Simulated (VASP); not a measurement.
# DyC3 (P-1) in VASP: a series of runs

Runs on DyC3. Level: PBE. Tasks: single point, relaxation of cell and atoms.

Program: VASP 6.6.1. These are calculated values, not measurements. Logs are shortened: lines on timing, memory, paths and dates and some standing lists are left out, and cuts for length are marked.

### 1 The cell of the first run

The typed cell holds 8 atoms: a = 3.775 Å, b = 3.914 Å, c = 6.805 Å, α = 77.98°, β = 87.56°, γ = 82.26°.

### 2 Single point, PBE

INCAR reads:

```
ALGO = Normal ; EDIFF = 1E-6
ENCUT = 600 ; GGA = PE
GGA_COMPAT = False ; ISIF = 2
ISMEAR = 0 ; LASPH = True
LCHARG = False ; LMAXMIX = 6
LREAL = False ; LWAVE = False
NBANDS = 31 ; NELM = 200
PREC = Accurate ; SIGMA = 0.2
```

KPOINTS reads:

```
k-points
0
Gamma
  6 6 4
```

POSCAR reads:

```
DyC3
1.0
    3.7746844209     -0.0140829502     -0.0153575639
    0.5149488304      0.8060858185     -3.7953808984
    0.3146546030      6.7981628163      0.0248796261
Dy C
2 6
Direct
    0.7500000000      0.5000000000      0.2500000000
    0.2500000000      0.5000000000      0.7500000000
    0.1801846158      0.8850103371      0.3440062168
    0.6801846158      0.8850103371      0.8440062168
    0.3198153842      0.1149896629      0.1559937832
    0.8198153842      0.1149896629      0.6559937832
    0.5000000000      1.0000000000      0.0000000000
    1.0000000000      1.0000000000      0.5000000000
```

Potentials or basis: VASP PAW PBE potentials, release 64 (Dy_3, C), 4f in core.

On the command line:

```bash
$ cat potpaw_PBE.64/Dy_3/POTCAR potpaw_PBE.64/C/POTCAR > POTCAR
$ mpirun -np 1 vasp_std > vasp.out
```

OUTCAR:

```text
EDIFF = 1E-6
   ENCUT = 600
   GGA = PE
   ISIF = 2
   ISMEAR = 0
   LASPH = True
   LREAL = False
   NELM = 200
   PREC = Accurate

 ion  position               nearest neighbor table
   1  0.750  0.500  0.250-   7 2.42   8 2.42   3 2.54   5 2.54   5 2.59   3 2.59   5 2.69   3 2.69
                             4 2.86   6 2.86
   2  0.250  0.500  0.750-   8 2.42   7 2.42   4 2.54   6 2.54   6 2.59   4 2.59   6 2.69   4 2.69
                             5 2.86   3 2.86
   3  0.180  0.885  0.344-   8 1.36   5 1.52   1 2.54   1 2.59   1 2.69   2 2.86
   4  0.680  0.885  0.844-   7 1.36   6 1.52   2 2.54   2 2.59   2 2.69   1 2.86
   5  0.320  0.115  0.156-   7 1.36   3 1.52   1 2.54   1 2.59   1 2.69   2 2.86
   6  0.820  0.115  0.656-   8 1.36   4 1.52   2 2.54   2 2.59   2 2.69   1 2.86
   7  0.500  0.000  0.000-   4 1.36   5 1.36   2 2.42   1 2.42
   8  0.000  0.000  0.500-   3 1.36   6 1.36   1 2.42   2 2.42

  LATTYP: Found a triclinic cell.
 ALAT       =    10.3766929720
 B/A-ratio  =     0.3637711883
 C/A-ratio  =     1.2871357625
 COS(alpha) =     0.0038181739
 COS(beta)  =     0.6311038652
 COS(gamma) =     0.7554111536

  Lattice vectors:

 A1 = (  -7.8640234448,  -6.7699969159,   0.0058355017)
 A2 = (  -3.7746844209,   0.0140829502,   0.0153575639)
 A3 = (  -0.1143603756, -12.7902398141,  -3.8451401506)

Analysis of symmetry for initial positions (statically):
=====================================================================
 Subroutine PRICEL returns following result:

  LATTYP: Found a triclinic cell.
 ALAT       =     5.7922318326
 B/A-ratio  =     0.6757429167
 C/A-ratio  =     1.1188780348
 COS(alpha) =     0.0083695726
 COS(beta)  =     0.5604813717
 COS(gamma) =     0.7635508080

  Lattice vectors:

 A1 = (  -4.2896332513,  -0.7920028683,   3.8107384623)
 A2 = (  -0.5149488304,  -0.8060858185,   3.7953808984)
 A3 = (  -5.5046993298,   3.4202058334,   0.0354761589)

   2 primitive cells build up your supercell.

 Routine SETGRP: Setting up the symmetry group for a
 triclinic supercell.

 Subroutine GETGRP returns: Found  2 space group operations
 (whereof  2 operations were pure point group operations)
 out of a pool of  2 trial point group operations.

The static configuration has the point symmetry S_2 .

Analysis of symmetry for dynamics (positions and initial velocities):
=====================================================================
 Subroutine PRICEL returns following result:

  LATTYP: Found a triclinic cell.
 ALAT       =     5.7922318326
 B/A-ratio  =     0.6757429167
 C/A-ratio  =     1.1188780348
 COS(alpha) =     0.0083695726
 COS(beta)  =     0.5604813717
 COS(gamma) =     0.7635508080

  Lattice vectors:

 A1 = (  -4.2896332513,  -0.7920028683,   3.8107384623)
 A2 = (  -0.5149488304,  -0.8060858185,   3.7953808984)
 A3 = (  -5.5046993298,   3.4202058334,   0.0354761589)

   2 primitive cells build up your supercell.

 Routine SETGRP: Setting up the symmetry group for a
 triclinic supercell.

 Subroutine GETGRP returns: Found  2 space group operations
 (whereof  2 operations were pure point group operations)
 out of a pool of  2 trial point group operations.

The dynamic configuration has the point symmetry S_2 .

 Subroutine INISYM returns: Found  2 space group operations
 (whereof  2 operations are pure point group operations),
 and found     2 'primitive' translations

----------------------------------------------------------------------------------------

                                     Primitive cell

  volume of cell :      48.7179

  direct lattice vectors                    reciprocal lattice vectors
    -4.289633251 -0.792002868  3.810738462    -0.267039039 -0.428470092 -0.127232317
    -0.514948830 -0.806085818  3.795380898     0.268106951  0.427456654  0.390640135
    -5.504699330  3.420205833  0.035476159     0.001351242  0.293905471  0.062604745

  length of vectors
     5.792231833  3.914059633  6.480800970     0.520657786  0.638122437  0.300502256

  position of ions in fractional coordinates (direct lattice)
     0.500000000  0.000000000  0.500000000
     0.787796734  0.327192929  0.688012434
     0.212203266  0.672807071  0.311987566
     0.500000000  0.500000000  0.000000000

  ion indices of the primitive-cell ions
   primitive index   ion index
                 1           1
                 2           4
                 3           6
                 4           7

----------------------------------------------------------------------------------------

 KPOINTS: k-points

Automatic generation of k-mesh.
 Grid dimensions read from file:
 generate k-points for:    6    6    4

 Generating k-lattice:

  Cartesian coordinates                     Fractional coordinates (reciprocal lattice)
     0.044168696 -0.002064686  0.005554200     0.166666667  0.000000000 -0.000000000
    -0.000177985  0.000168906 -0.043901303    -0.000000000  0.166666667  0.000000000
     0.000168905  0.036738184  0.007825593    -0.000000000 -0.000000000  0.250000000

  Length of vectors
     0.044564400  0.043901989  0.037562782

  Shift w.r.t. Gamma in fractional coordinates (k-lattice)
     0.000000000  0.000000000  0.000000000

 Subroutine IBZKPT returns following result:
 ===========================================

 Found     76 irreducible k-points:

 Following reciprocal coordinates:
            Coordinates               Weight
  0.000000  0.000000  0.000000      1.000000
  0.166667  0.000000  0.000000      2.000000
  0.333333  0.000000  0.000000      2.000000
  0.500000 -0.000000  0.000000      1.000000
 -0.000000  0.166667  0.000000      2.000000
  0.166667  0.166667  0.000000      2.000000
[... 16 lines left out ...]
  0.333333  0.000000  0.250000      2.000000
  0.500000 -0.000000  0.250000      2.000000
 [... further k-points ...]
   k-points           NKPTS =     76   k-points in BZ     NKDIM =     76   number of bands    NBANDS=     31
   number of dos      NEDOS =    301   number of ions     NIONS =      8
   total plane-waves  NPLWV =  51840
   dimension x,y,z NGX =    30 NGY =   32 NGZ =   54
   dimension x,y,z NGXF=    60 NGYF=   64 NGZF=  108
   ions per type =               2   6
   NGX,Y,Z   is equivalent  to a cutoff of  13.21, 13.59, 13.19 a.u.
   NGXF,Y,Z  is equivalent  to a cutoff of  26.43, 27.18, 26.38 a.u.
 SYSTEM =  unknown system
   PREC   = accura    normal or accurate (medium, high low for compatibility)
   ISTART =      0    job   : 0-new  1-cont  2-samecut
   ICHARG =      2    charge: 1-file 2-atom 10-const
   ISPIN  =      1    spin polarized calculation?
   LNONCOLLINEAR =      F non collinear calculations
   LSORBIT =      F    spin-orbit coupling
   LASPH  =      T    aspherical Exc in radial PAW
   ENCUT  =  600.0 eV  44.10 Ry    6.64 a.u.   7.54  7.82 13.59*2*pi/ulx,y,z
   NELM   =    200;   NELMIN=  2; NELMDL= -5     # of ELM steps
   EDIFF  = 0.1E-05   stopping-criterion for ELM
   LREAL  =      F    real-space projection
   EDIFFG = 0.1E-04   stopping-criterion for IOM
   NSW    =      0    number of steps for IOM
   IBRION =     -1    ionic relax: 0-MD 1-quasi-New 2-CG
   NFREE  =      0    steps in history (QN), initial steepest desc. (CG)
   ISIF   =      2    stress and relaxation
   ISYM   =      2    0-nonsym 1-usesym 2-fastsym
   POTIM  = 0.5000    time-step for ionic-motion
   TEBEG  =    0.0;   TEEND  =   0.0 temperature during run
   PSTRESS=    0.0 pullay stress
   NELECT =      42.0000    total number of electrons
   NUPDOWN=      -1.0000    fix difference up-down
   EMIN   =  10.00;   EMAX   =-10.00  energy-range for DOS
   EFERMI =   0.00;   METHOD = LEGACY
   ISMEAR =     0;   SIGMA  =   0.20  broadening in eV -4-tet -1-fermi 0-gaus
   EFERMI_NEDOS =   21; number of points for ismear=-14 and -15
   IALGO  =     38    algorithm
   IMIX   =      4    mixing-type and parameters
     AMIX     =   0.40;   BMIX     =  1.00
     AMIX_MAG =   1.60;   BMIX_MAG =  1.00
  volume/ion in A,a.u.               =      12.18        82.19
  Fermi-wavevector in a.u.,A,eV,Ry     =   1.236664  2.336956 20.807908  1.529338
  Thomas-Fermi vector in A             =   2.371263
   LORBIT       =      0    0 simple, 1 ext, 2 COOP (PROOUT), +10 PAW based schemes
   GGA     = PE    functional components
   LHFCALC =     F    Hartree Fock is set to
   AEXX    =    0.0000 exact exchange contribution
   IVDW    =     0    specifies the selected vdW correction
   LEPSILON=     F    determine dielectric tensor
   LRPA    =     F    only Hartree local field effects (RPA)
 non-spin polarized calculation
 Gauss-broadening in eV      SIGMA  =   0.20
  energy-cutoff  :      600.00
  volume of cell :       97.44
 maximum number of plane-waves:      3271
   NGX = 15   NGY = 15   NGZ = 27

 number of electron      42.0000005 magnetization

 Free energy of the ion-electron system (eV)
  ---------------------------------------------------
  ext. energy  EPLUGINS =         0.00000000
  ---------------------------------------------------
  free energy    TOTEN  =       -62.83011594 eV

  energy without entropy =      -62.78072761  energy(sigma->0) =      -62.80542178

 E-fermi :   5.7177     XC(G=0): -10.9824

 val. band max:        5.7151877509   @ k =   0.3333   0.5000   0.0000
 cond. band min:       5.7214462263   @ k =   0.0000   0.0000   0.0000
 fundamental gap:      0.0062584754
 Fermi energy:         5.7177380627

 k-point     1 :       0.0000    0.0000    0.0000
  band No.  band energies     occupation
      1     -18.3733      2.00000
      2     -18.1616      2.00000
      3     -18.0475      2.00000
      4     -17.9393      2.00000
      5     -17.9056      2.00000
      6     -17.8438      2.00000
[... 23 lines left out ...]
     30       9.5723      0.00000
     31      10.4548      0.00000

 k-point     2 :       0.1667    0.0000    0.0000
  band No.  band energies     occupation
      1     -18.3530      2.00000
      2     -18.1722      2.00000
      3     -18.0470      2.00000
      4     -17.9661      2.00000
      5     -17.9513      2.00000
      6     -17.9155      2.00000
[... 740 lines left out ...]
 k-point    24 :       0.5000   -0.0000    0.2500
  band No.  band energies     occupation
      1     -18.3867      2.00000
      2     -18.2177      2.00000
      3     -18.1675      2.00000
      4     -18.0568      2.00000
      5     -17.9741      2.00000
      6     -17.9717      2.00000
[... 23 lines left out ...]
     30      10.0229      0.00000
     31      11.4916      0.00000

 [... further k-points ...]

------------------------ aborting loop because EDIFF is reached ----------------------------------------

  FORCE on cell =-STRESS in cart. coord.  units (eV):
  Direction    XX          YY          ZZ          XY          YZ          ZX
  --------------------------------------------------------------------------------------
  -------------------------------------------------------------------------------------
  Total        0.0358548      0.1002659      0.0841541      0.0067064     -0.0805973      0.0483834
  in kB        0.5895757      1.6487139      1.3837802      0.1102765     -1.3252956      0.7955880
  external PRESSURE =       1.2073566 kB  Pullay stress =       0.0000000 kB

 VOLUME and BASIS-vectors are now :
 -----------------------------------------------------------------------------
  energy-cutoff  :      600.00
  volume of cell :       97.44
      direct lattice vectors                 reciprocal lattice vectors
     3.774684421 -0.014082950 -0.015357564     0.265012176 -0.012388115  0.033325200
     0.514948830  0.806085819 -3.795380898    -0.001067912  0.001013437 -0.263407818
     0.314654603  6.798162816  0.024879626     0.000675621  0.146952735  0.031302372

 POSITION                                       TOTAL-FORCE (eV/Angst)
 -----------------------------------------------------------------------------------
      3.16715      2.09202     -1.90299         0.000000     -0.000000      0.000000
      1.43714      5.49814     -1.88287        -0.000000     -0.000000      0.000000
      1.24412      3.04947     -3.35316         0.018134      0.000430     -0.001432
      3.28879      6.44151     -3.34840         0.018134      0.000430     -0.001432
      1.31550      1.14866     -0.43746        -0.018134     -0.000430      0.001432
      3.36017      4.54070     -0.43270        -0.018134     -0.000430      0.001432
      1.88734     -0.00704     -0.00768        -0.000000     -0.000000      0.000000
      0.15733      3.39908      0.01244         0.000000     -0.000000      0.000000
 -----------------------------------------------------------------------------------
    total drift:                               -0.000000      0.000000     -0.000000

  FREE ENERGIE OF THE ION-ELECTRON SYSTEM (eV)
  ---------------------------------------------------
  free  energy   TOTEN  =       -62.8301159446 eV

  energy  without entropy=      -62.7807276131  energy(sigma->0) =      -62.80542178
```

It took 3.3 min on 1 thread of Intel Xeon Platinum 8488C (Sapphire Rapids), shared host; peak memory 0.36 GiB.

What came out:

| Item | Value |
| --- | --- |
| Free energy | -62.8301 eV |
| Pressure | 0.1 GPa |
| Largest force | 0.018 eV/Å |
| Band gap on the k mesh | zero (bands 21 and 22 overlap by 1.74 eV) |

Forces on the atoms (eV/Å):
```
Dy   0.000  0.000  0.000
Dy   0.000  0.000  0.000
C    0.018  0.000 -0.001
C    0.018  0.000 -0.001
C   -0.018  0.000  0.001
C   -0.018  0.000  0.001
C    0.000  0.000  0.000
C    0.000  0.000  0.000
```

Stress tensor (GPa, compression positive):
```
 0.06  0.01  0.08
 0.01  0.16 -0.13
 0.08 -0.13  0.14
```

Caveat: spin-orbit coupling is left out, which moves the levels of the heavy elements; the 4f electrons are frozen in the core, so they carry no moment and show no levels. Spin polarisation is off, so any magnetic state and its effect on volume and gap are missing.

(Continued in part 2 of 2.)
